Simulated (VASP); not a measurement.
A run of VASP 6.6.1 is set up as follows.

Contents of INCAR:

```
SYSTEM = Mg
PREC = Accurate
ENCUT = 520
EDIFF = 1E-7
ISMEAR = 0
SIGMA = 0.15
LREAL = .False.
LASPH = .True.
NELM = 80
ALGO = Normal
ISIF = 2
LWAVE = .False.
LCHARG = .False.
NBANDS = 7
```

File KPOINTS:

```
Automatic mesh
0
Gamma
  21 21 18
  0 0 0
```

File POSCAR:

```
Mg
1.0
    3.2201014251      0.0000000000      0.0000000000
   -1.6100507126      2.7886896369      0.0000000000
    0.0000000000      0.0000000000      2.7321848584
Mg
1
Direct
    0.0000000000      0.0000000000      0.0000000000
```

Potentials or basis: VASP PAW LDA potentials, release 64 (Mg).

Command:

```sh
$ cat potpaw_LDA.64/Mg/POTCAR > POTCAR
$ mpirun -np 1 vasp_std > vasp.out
```

(1) Predict the band gap on the k mesh.

(2) Estimate the pressure.

Results:

(1) zero (bands 1 and 2 overlap by 4.87 eV).

(2) -0.1 GPa.
